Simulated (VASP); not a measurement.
Write the native input for VASP 6.6.1 that does the following.

```yaml
Task: single point
Functional: PBEsol
Potentials_or_basis: VASP PAW PBE potentials, release 64 (Ga_d, As)
Cutoff: 520 eV
k_mesh: 6 × 6 × 6
Occupations: gaussian, width 0.01 eV
Spin: no spin polarisation
Dipole_correction: no
Further_INCAR_settings: ALGO = Normal; EDIFF = 1e-06; NBANDS = 16
```

The structure of GaAs lies in POSCAR:

```
GaAs
1.0
    0.0000000000      2.8732000413      2.8732000413
    2.8732000413      0.0000000000      2.8732000413
    2.8732000413      2.8732000413      0.0000000000
Ga As
1 1
Direct
    0.0000000000      0.0000000000      0.0000000000
    0.2500000000      0.2500000000      0.2500000000
```

These files were run (other wordings do the same):

INCAR

```
SYSTEM = GaAs
ALGO = Normal
EDIFF = 1E-6
ENCUT = 520
GGA = PS
ISIF = 2
ISMEAR = 0
LASPH = .TRUE.
LCHARG = .FALSE.
LREAL = .FALSE.
LWAVE = .FALSE.
NBANDS = 16
NELM = 100
PREC = Accurate
SIGMA = 0.01
```

KPOINTS

```
k-points
0
G
  6 6 6
  0 0 0
```

Potentials or basis: VASP PAW PBE potentials, release 64 (Ga_d, As).

The run is started by

```sh
$ cat potpaw_PBE.64/Ga_d/POTCAR potpaw_PBE.64/As/POTCAR > POTCAR
$ mpirun -np 1 vasp_std > vasp.out
```

It gave:

The pressure is -2.8 GPa. The band gap on the k mesh is 0.09 eV, direct.

Caveat: the PAW data sets were made with another functional, which shifts forces and pressure a little.

Run time: 14 s on 1 thread of Intel(R) Xeon(R) Platinum 8259CL CPU @ 2.50GHz (Skylake/Cascade Lake) (shared host), peak memory 0.16 GiB.
